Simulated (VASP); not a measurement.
Wanted: the native input for a VASP 6.6.1 run.

- Task: single point
- Functional: PBE
- Potentials or basis: VASP PAW PBE potentials, release 64 (K_sv, I)
- Cutoff: 520 eV
- k mesh: 6 × 6 × 6
- Occupations: fermi-dirac, width 0.02 eV
- Spin: no spin polarisation
- Dipole correction: no
- Further INCAR settings: ALGO = Normal; EDIFF = 1e-06; NBANDS = 15

The structure of KI lies in POSCAR:

```
KI
1.0
    0.0000000000      3.5442832400      3.5442832400
    3.4964354162      0.0000000000      3.5442832400
    3.4964354162      3.5442832400      0.0000000000
K I
1 1
Direct
    0.0000000000      0.0000000000      0.0000000000
    0.5000000000      0.5000000000      0.5000000000
```

This cell differs from its parent crystal: uniaxial x strain -1.4%.

One way to write it, as run:

INCAR

```
SYSTEM = KI
PREC = Accurate ; ENCUT = 520
EDIFF = 1E-6 ; ISMEAR = -1
SIGMA = 0.02 ; LREAL = .FALSE.
LASPH = .TRUE. ; NELM = 60
ALGO = Normal ; ISIF = 2
LWAVE = .FALSE. ; LCHARG = .FALSE.
GGA = PE ; NBANDS = 15
```

KPOINTS

```
Automatic mesh
0
G
  6 6 6
  0 0 0
```

Potentials or basis: VASP PAW PBE potentials, release 64 (K_sv, I).

Run with:

```console
$ cat potpaw_PBE.64/K_sv/POTCAR potpaw_PBE.64/I/POTCAR > POTCAR
$ mpirun -np 1 vasp_std > vasp.out
```

Results of the run:

* Pressure: 0.7 GPa
* Band gap on the k mesh: 3.97 eV

Caveat: the cell differs from its parent crystal (uniaxial x strain -1.4%); spin-orbit coupling is left out, which moves the levels of the heavy elements.

It took 16 s on 1 thread of Intel(R) Xeon(R) 6975P-C (Granite Rapids) (shared host), peak memory 0.24 GiB.
